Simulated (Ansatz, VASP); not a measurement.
BaZnPF in VASP and in Ansatz

```
Ba Zn P F
1.0
     4.21014    0.00000    0.00000
     0.00000    4.21014    0.00000
     0.00000    0.00000    9.57984
Ba Zn P F
2 2 2 2
Direct
  0.25000 0.25000 0.33177
  0.75000 0.75000 0.66823
  0.25000 0.75000 0.00000
  0.75000 0.25000 0.00000
  0.75000 0.75000 0.14910
  0.25000 0.25000 0.85090
  0.25000 0.75000 0.50000
  0.75000 0.25000 0.50000
```

Alike in both runs: task single point; functional PBE; k mesh 8 × 8 × 4; no spin polarisation.

|  | VASP | Ansatz |
| --- | --- | --- |
| version | VASP 6.6.1 | Ansatz 0.2.0 |
| potentials or method | VASP PAW PBE potentials, release 64 (Ba_sv, Zn, P, F), cutoff 520 eV | PAW plane waves |
| occupations | fermi-dirac, width 0.1 eV | fermi-dirac |
| valence electrons in the cell | 68 | 68 |

```csv
,VASP,Ansatz,Ansatz less VASP
pressure (GPa),-0.7,-1.4,-0.69
"traceless stress, the component that is largest in VASP (GPa)",0.16,0.13,-0.028
rms of the force components (eV/Å),0.055,0.044,-0.0116
```

Atom by atom the forces differ by 0.037 eV/Å (rms over components).

Spin-orbit coupling is off throughout.
